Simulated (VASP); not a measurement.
Write the native input for VASP 6.6.1 that does the following.

```yaml
Task: single point
Functional: r2SCAN
Potentials_or_basis: VASP PAW PBE potentials, release 64 (Sc_sv, Al)
Cutoff: 520 eV
k_mesh: 16 × 16 × 16
Occupations: gaussian, width 0.1 eV
Spin: no spin polarisation
Dipole_correction: no
Further_INCAR_settings: ALGO = Normal; EDIFF = 1e-06; NBANDS = 14
```

The system is ScAl.

```
Sc Al
1.0
     3.34249    0.00000    0.00000
     0.00000    3.34249    0.00000
     0.00000    0.00000    3.43648
Sc Al
1 1
Direct
  0.50000 0.50000 0.50000
  0.00000 0.00000 0.00000
```

This cell differs from its parent crystal: uniaxial strain along c: +2.0 %, then relaxed in part.

These files were run (other wordings do the same):

POSCAR

```
ScAl
1.0
    3.3424926978      0.0000000000      0.0000000000
    0.0000000000      3.3424926978      0.0000000000
    0.0000000000      0.0000000000      3.4364770276
Sc Al
1 1
Direct
    0.5000000000      0.5000000000      0.5000000000
    0.0000000000      0.0000000000      0.0000000000
```

INCAR.step1

```
SYSTEM = ScAl
ALGO     = Normal         ! electronic algorithm
EDIFF    = 1E-4           ! SCF threshold, eV
ENCUT    = 520            ! plane-wave cutoff, eV
GGA      = PE             ! functional
ISMEAR   = 0              ! smearing method
LASPH    = .TRUE.         ! aspherical terms in the spheres
LCHARG   = .FALSE.        ! write CHGCAR
LREAL    = .FALSE.        ! projectors in reciprocal space
LWAVE    = .TRUE.         ! write WAVECAR
NBANDS   = 14             ! bands
NELM     = 60             ! most SCF steps
PREC     = Accurate       ! precision mode
SIGMA    = 0.1            ! smearing width, eV
```

INCAR.step2

```
SYSTEM = ScAl
ALGO     = Normal         ! electronic algorithm
EDIFF    = 1E-6           ! SCF threshold, eV
ENCUT    = 520            ! plane-wave cutoff, eV
ISIF     = 2              ! what is computed and relaxed
ISMEAR   = 0              ! smearing method
ISTART   = 1            
LASPH    = .TRUE.         ! aspherical terms in the spheres
LCHARG   = .FALSE.        ! write CHGCAR
LMIXTAU  = .TRUE.       
LREAL    = .FALSE.        ! projectors in reciprocal space
LWAVE    = .FALSE.        ! write WAVECAR
METAGGA  = R2SCAN         ! meta-GGA
NBANDS   = 14             ! bands
NELM     = 60             ! most SCF steps
PREC     = Accurate       ! precision mode
SIGMA    = 0.1            ! smearing width, eV
```

KPOINTS

```
k-points
0
G
  16 16 16
  0 0 0
```

Potentials or basis: VASP PAW PBE potentials, release 64 (Sc_sv, Al).

The run is started by

```sh
$ cat potpaw_PBE.64/Sc_sv/POTCAR potpaw_PBE.64/Al/POTCAR > POTCAR
$ cp INCAR.step1 INCAR
$ mpirun -np 1 vasp_std > vasp.out
$ cp INCAR.step2 INCAR
$ mpirun -np 1 vasp_std > vasp.out
```

Results of the run:

The pressure is -0.1 GPa and the band gap on the k mesh is zero (bands 7 and 8 overlap by 1.33 eV).

Caveat: the cell differs from its parent crystal (uniaxial strain along c: +2.0 %, then relaxed in part); the PAW data sets were made with another functional, which shifts forces and pressure a little.

It took 4.3 min on 1 thread of Intel(R) Xeon(R) 6975P-C (Granite Rapids), with other jobs on the host, peak memory 0.34 GiB.
